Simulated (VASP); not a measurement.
# SnH5 (P4/mmm) in VASP: a series of runs

Runs on SnH5. Level: PBE. Tasks: single point, relaxation of cell and atoms.

Program: VASP 6.6.1. These are calculated values, not measurements. Logs are shortened: lines on timing, memory, paths and dates and some standing lists are left out, and cuts for length are marked.

### 1 The cell of the first run

Symmetry: P4/mmm, No. 123, tetragonal system. Conventional cell: a = 3.172 Å, b = 3.172 Å, c = 5.518 Å, α = 90.00°, β = 90.00°, γ = 90.00°. Within 3.1 Å of Sn (site symmetry 4/mmm) lie 10 H at 2.37 to 2.87 Å. Within 1.1 Å of H (site symmetry 4mm) lie 1 H at 0.77 Å. Within 1.3 Å of H (site symmetry 4mm) lie 1 H at 0.97 Å. H (site symmetry 4/mmm) has 2 H at 0.97 Å within 1.3 Å.

### 2 Single point, PBE

Contents of INCAR:

```
SYSTEM = SnH5
ALGO = Normal
EDIFF = 1E-6
ENCUT = 520
GGA = PE
ISIF = 2
ISMEAR = 0
LASPH = .TRUE.
LCHARG = .FALSE.
LREAL = .FALSE.
LWAVE = .FALSE.
NBANDS = 18
NELM = 60
PREC = Accurate
SIGMA = 0.1
```

Contents of KPOINTS:

```
k-points
0
G
  6 6 4
  0 0 0
```

Contents of POSCAR:

```
SnH5
1.0
    3.1723049529      0.0000000000      0.0000000000
    0.0000000000      3.1723049529      0.0000000000
    0.0000000000      0.0000000000      5.5175123817
Sn H
1 5
Direct
    0.5000000000      0.5000000000      0.0000000000
    0.5000000000      0.5000000000      0.4299462947
    0.5000000000      0.5000000000      0.5700537053
    0.0000000000      0.0000000000      0.3239468682
    0.0000000000      0.0000000000      0.6760531318
    0.0000000000      0.0000000000      0.5000000000
```

Potentials or basis: VASP PAW PBE potentials, release 64 (Sn_d, H).

Started as:

```bash
$ cat potpaw_PBE.64/Sn_d/POTCAR potpaw_PBE.64/H/POTCAR > POTCAR
$ mpirun -np 1 vasp_std > vasp.out
```

OUTCAR:

```text
SYSTEM = SnH5
   EDIFF = 1E-6
   ENCUT = 520
   GGA = PE
   ISIF = 2
   ISMEAR = 0
   LASPH = .TRUE.
   LREAL = .FALSE.
   NELM = 60
   PREC = Accurate

 ion  position               nearest neighbor table
   1  0.500  0.500  0.000-
   2  0.500  0.500  0.430-   3 0.77
   3  0.500  0.500  0.570-   2 0.77
   4  0.000  0.000  0.324-
   5  0.000  0.000  0.676-
   6  0.000  0.000  0.500-

  LATTYP: Found a simple tetragonal cell.
 ALAT       =     3.1723049529
 C/A-ratio  =     1.7392755311

  Lattice vectors:

 A1 = (   3.1723049529,   0.0000000000,   0.0000000000)
 A2 = (   0.0000000000,   3.1723049529,   0.0000000000)
 A3 = (   0.0000000000,   0.0000000000,   5.5175123817)

Analysis of symmetry for initial positions (statically):
=====================================================================
 Subroutine PRICEL returns:
 Original cell was already a primitive cell.

 Routine SETGRP: Setting up the symmetry group for a
 simple tetragonal supercell.

 Subroutine GETGRP returns: Found 16 space group operations
 (whereof 16 operations were pure point group operations)
 out of a pool of 16 trial point group operations.

The static configuration has the point symmetry D_4h.

Analysis of symmetry for dynamics (positions and initial velocities):
=====================================================================
 Subroutine PRICEL returns:
 Original cell was already a primitive cell.

 Routine SETGRP: Setting up the symmetry group for a
 simple tetragonal supercell.

 Subroutine GETGRP returns: Found 16 space group operations
 (whereof 16 operations were pure point group operations)
 out of a pool of 16 trial point group operations.

The dynamic configuration has the point symmetry D_4h.

 Subroutine INISYM returns: Found 16 space group operations
 (whereof 16 operations are pure point group operations),
 and found     1 'primitive' translations

----------------------------------------------------------------------------------------

                                     Primitive cell

  volume of cell :      55.5256

  direct lattice vectors                    reciprocal lattice vectors
     3.172304953  0.000000000  0.000000000     0.315228206  0.000000000  0.000000000
     0.000000000  3.172304953  0.000000000     0.000000000  0.315228206  0.000000000
     0.000000000  0.000000000  5.517512382     0.000000000  0.000000000  0.181241098

  length of vectors
     3.172304953  3.172304953  5.517512382     0.315228206  0.315228206  0.181241098

  position of ions in fractional coordinates (direct lattice)
     0.500000000  0.500000000  0.000000000
     0.500000000  0.500000000  0.429946295
     0.500000000  0.500000000  0.570053705
     0.000000000  0.000000000  0.323946868
     0.000000000  0.000000000  0.676053132
     0.000000000  0.000000000  0.500000000

  ion indices of the primitive-cell ions
   primitive index   ion index
                 1           1
                 2           2
                 3           3
                 4           4
                 5           5
                 6           6

----------------------------------------------------------------------------------------

 KPOINTS: k-points

Automatic generation of k-mesh.
 Grid dimensions read from file:
 generate k-points for:    6    6    4

 Generating k-lattice:

  Cartesian coordinates                     Fractional coordinates (reciprocal lattice)
     0.052538034  0.000000000  0.000000000     0.166666667  0.000000000  0.000000000
     0.000000000  0.052538034  0.000000000     0.000000000  0.166666667  0.000000000
     0.000000000  0.000000000  0.045310274     0.000000000  0.000000000  0.250000000

  Length of vectors
     0.052538034  0.052538034  0.045310274

  Shift w.r.t. Gamma in fractional coordinates (k-lattice)
     0.000000000  0.000000000  0.000000000

 Subroutine IBZKPT returns following result:
 ===========================================

 Found     30 irreducible k-points:

 Following reciprocal coordinates:
            Coordinates               Weight
  0.000000  0.000000  0.000000      1.000000
  0.166667  0.000000  0.000000      4.000000
  0.333333  0.000000  0.000000      4.000000
  0.500000  0.000000  0.000000      2.000000
  0.166667  0.166667  0.000000      4.000000
  0.333333  0.166667  0.000000      8.000000
[... 16 lines left out ...]
  0.333333  0.000000  0.500000      4.000000
  0.500000  0.000000  0.500000      2.000000
 [... further k-points ...]
   k-points           NKPTS =     30   k-points in BZ     NKDIM =     30   number of bands    NBANDS=     18
   number of dos      NEDOS =    301   number of ions     NIONS =      6
   total plane-waves  NPLWV =  24192
   dimension x,y,z NGX =    24 NGY =   24 NGZ =   42
   dimension x,y,z NGXF=    48 NGYF=   48 NGZF=   84
   ions per type =               1   5
   NGX,Y,Z   is equivalent  to a cutoff of  12.58, 12.58, 12.65 a.u.
   NGXF,Y,Z  is equivalent  to a cutoff of  25.15, 25.15, 25.31 a.u.
 SYSTEM =  SnH5
   PREC   = accura    normal or accurate (medium, high low for compatibility)
   ISTART =      0    job   : 0-new  1-cont  2-samecut
   ICHARG =      2    charge: 1-file 2-atom 10-const
   ISPIN  =      1    spin polarized calculation?
   LNONCOLLINEAR =      F non collinear calculations
   LSORBIT =      F    spin-orbit coupling
   LASPH  =      T    aspherical Exc in radial PAW
   ENCUT  =  520.0 eV  38.22 Ry    6.18 a.u.   5.90  5.90 10.26*2*pi/ulx,y,z
   NELM   =     60;   NELMIN=  2; NELMDL= -5     # of ELM steps
   EDIFF  = 0.1E-05   stopping-criterion for ELM
   LREAL  =      F    real-space projection
   EDIFFG = 0.1E-04   stopping-criterion for IOM
   NSW    =      0    number of steps for IOM
   IBRION =     -1    ionic relax: 0-MD 1-quasi-New 2-CG
   NFREE  =      0    steps in history (QN), initial steepest desc. (CG)
   ISIF   =      2    stress and relaxation
   ISYM   =      2    0-nonsym 1-usesym 2-fastsym
   POTIM  = 0.5000    time-step for ionic-motion
   TEBEG  =    0.0;   TEEND  =   0.0 temperature during run
   PSTRESS=    0.0 pullay stress
   NELECT =      19.0000    total number of electrons
   NUPDOWN=      -1.0000    fix difference up-down
   EMIN   =  10.00;   EMAX   =-10.00  energy-range for DOS
   EFERMI =   0.00;   METHOD = LEGACY
   ISMEAR =     0;   SIGMA  =   0.10  broadening in eV -4-tet -1-fermi 0-gaus
   EFERMI_NEDOS =   21; number of points for ismear=-14 and -15
   IALGO  =     38    algorithm
   IMIX   =      4    mixing-type and parameters
     AMIX     =   0.40;   BMIX     =  1.00
     AMIX_MAG =   1.60;   BMIX_MAG =  1.00
  volume/ion in A,a.u.               =       9.25        62.45
  Fermi-wavevector in a.u.,A,eV,Ry     =   1.145060  2.163850 17.839453  1.311163
  Thomas-Fermi vector in A             =   2.281750
   LORBIT       =      0    0 simple, 1 ext, 2 COOP (PROOUT), +10 PAW based schemes
   GGA     = PE    functional components
   LHFCALC =     F    Hartree Fock is set to
   AEXX    =    0.0000 exact exchange contribution
   IVDW    =     0    specifies the selected vdW correction
   LEPSILON=     F    determine dielectric tensor
   LRPA    =     F    only Hartree local field effects (RPA)
 non-spin polarized calculation
 Gauss-broadening in eV      SIGMA  =   0.10
  energy-cutoff  :      520.00
  volume of cell :       55.53
 maximum number of plane-waves:      1536
 NGX is ok and might be reduce to    24
   NGX = 11   NGY = 11   NGZ = 21

 number of electron      18.9999998 magnetization

 Free energy of the ion-electron system (eV)
  ---------------------------------------------------
  ext. energy  EPLUGINS =         0.00000000
  ---------------------------------------------------
  free energy    TOTEN  =       -18.43676739 eV

  energy without entropy =      -18.43246011  energy(sigma->0) =      -18.43461375

 E-fermi :   3.1651     XC(G=0):  -9.1369

 val. band max:        3.1575531897   @ k =   0.5000   0.1667   0.0000
 cond. band min:       3.3962081197   @ k =   0.5000   0.3333   0.2500
 fundamental gap:      0.2386549300
 Fermi energy:         3.1651459726

 k-point     1 :       0.0000    0.0000    0.0000
  band No.  band energies     occupation
      1     -18.3455      2.00000
      2     -18.3347      2.00000
      3     -18.1841      2.00000
      4     -18.1841      2.00000
      5     -18.0536      2.00000
      6      -7.6413      2.00000
[... 10 lines left out ...]
     17      15.1435      0.00000
     18      15.1435      0.00000

 k-point     2 :       0.1667    0.0000    0.0000
  band No.  band energies     occupation
      1     -18.3401      2.00000
      2     -18.2785      2.00000
      3     -18.2057      2.00000
      4     -18.1823      2.00000
      5     -18.0716      2.00000
      6      -7.2770      2.00000
[... 10 lines left out ...]
     17      14.8489      0.00000
     18      15.5324      0.00000

 k-point     3 :       0.3333    0.0000    0.0000
  band No.  band energies     occupation
      1     -18.3341      2.00000
      2     -18.2484      2.00000
      3     -18.1787      2.00000
      4     -18.1607      2.00000
      5     -18.1073      2.00000
      6      -6.2186      2.00000
[... 10 lines left out ...]
     17      14.7479      0.00000
     18      16.2225      0.00000

 k-point     4 :       0.5000    0.0000    0.0000
  band No.  band energies     occupation
      1     -18.3313      2.00000
      2     -18.2696      2.00000
      3     -18.1770      2.00000
      4     -18.1251      2.00000
      5     -18.1014      2.00000
      6      -4.7444      2.00000
[... 375 lines left out ...]
      4     -18.1824      2.00000
      5     -18.0716      2.00000
      6      -6.3727      2.00000
[... 10 lines left out ...]
     17      14.5220      0.00000
     18      17.6372      0.00000

 k-point    23 :       0.3333    0.0000    0.5000
  band No.  band energies     occupation
      1     -18.3324      2.00000
      2     -18.2488      2.00000
      3     -18.1788      2.00000
      4     -18.1598      2.00000
      5     -18.1073      2.00000
      6      -5.4619      2.00000
[... 10 lines left out ...]
     17      14.8950      0.00000
     18      15.8251      0.00000

 k-point    24 :       0.5000    0.0000    0.5000
  band No.  band energies     occupation
      1     -18.3296      2.00000
      2     -18.2701      2.00000
      3     -18.1770      2.00000
      4     -18.1251      2.00000
      5     -18.1004      2.00000
      6      -4.1738      2.00000
[... 10 lines left out ...]
     17      15.1971      0.00000
     18      16.1596      0.00000

 [... further k-points ...]
[... 5 lines left out ...]
  --------------------------------------------------------------------------------------
  -------------------------------------------------------------------------------------
  Total       -0.0748796     -0.0748796     -0.0664518      0.0000000     -0.0000000      0.0000000
  in kB       -2.1606326     -2.1606326     -1.9174514      0.0000000     -0.0000000      0.0000000
  external PRESSURE =      -2.0795722 kB  Pullay stress =       0.0000000 kB

 VOLUME and BASIS-vectors are now :
 -----------------------------------------------------------------------------
  energy-cutoff  :      520.00
  volume of cell :       55.53
      direct lattice vectors                 reciprocal lattice vectors
     3.172304953  0.000000000  0.000000000     0.315228206  0.000000000  0.000000000
     0.000000000  3.172304953  0.000000000     0.000000000  0.315228206  0.000000000
     0.000000000  0.000000000  5.517512382     0.000000000  0.000000000  0.181241098

 POSITION                                       TOTAL-FORCE (eV/Angst)
 -----------------------------------------------------------------------------------
      1.58615      1.58615      0.00000        -0.000000      0.000000      0.000000
      1.58615      1.58615      2.37223        -0.000000      0.000000      0.011232
      1.58615      1.58615      3.14528         0.000000     -0.000000     -0.011232
      0.00000      0.00000      1.78738        -0.000000     -0.000000      0.005468
      0.00000      0.00000      3.73013         0.000000     -0.000000     -0.005468
      0.00000      0.00000      2.75876        -0.000000      0.000000      0.000000
 -----------------------------------------------------------------------------------
    total drift:                                0.000000     -0.000000     -0.000000

  FREE ENERGIE OF THE ION-ELECTRON SYSTEM (eV)
  ---------------------------------------------------
  free  energy   TOTEN  =       -18.4367673888 eV

  energy  without entropy=      -18.4324601051  energy(sigma->0) =      -18.43461375
```

Run time: 9.2 s. Hardware: 1 thread of Intel Xeon 6975P-C (Granite Rapids), shared host; peak memory 0.17 GiB.

Results:

| Property | Result |
| --- | --- |
| Free energy | -18.4368 eV |
| Pressure | -0.2 GPa |
| Largest force | 0.011 eV/Å |

Forces on the atoms (eV/Å):
```
Sn   0.000  0.000  0.000
H    0.000  0.000  0.011
H    0.000  0.000 -0.011
H    0.000  0.000  0.005
H    0.000  0.000 -0.005
H    0.000  0.000  0.000
```

Levels at points of the mesh, in eV from the Fermi level:
```tsv
k point	band 7	band 8	band 9	band 10	band 11	band 12
(0.00, 0.00, 0.00)	-7.10	-4.28	-4.04	4.03	5.56	5.56
(0.50, 0.00, 0.00)	-7.65	-4.72	-2.38	-1.36	-0.38	8.04
(0.50, 0.50, 0.00)	-6.71	-2.34	-1.19	-1.19	-0.34	1.62
(0.00, 0.00, 0.50)	-9.38	-4.05	-0.04	0.59	5.79	5.79
(0.50, 0.00, 0.50)	-7.17	-6.40	-4.33	1.93	2.56	5.88
(0.50, 0.50, 0.50)	-6.47	-3.55	-1.03	-1.03	-0.99	4.03
```

Caveat: spin-orbit coupling is left out, which moves the levels of the heavy elements.

(Continued in part 2 of 2.)
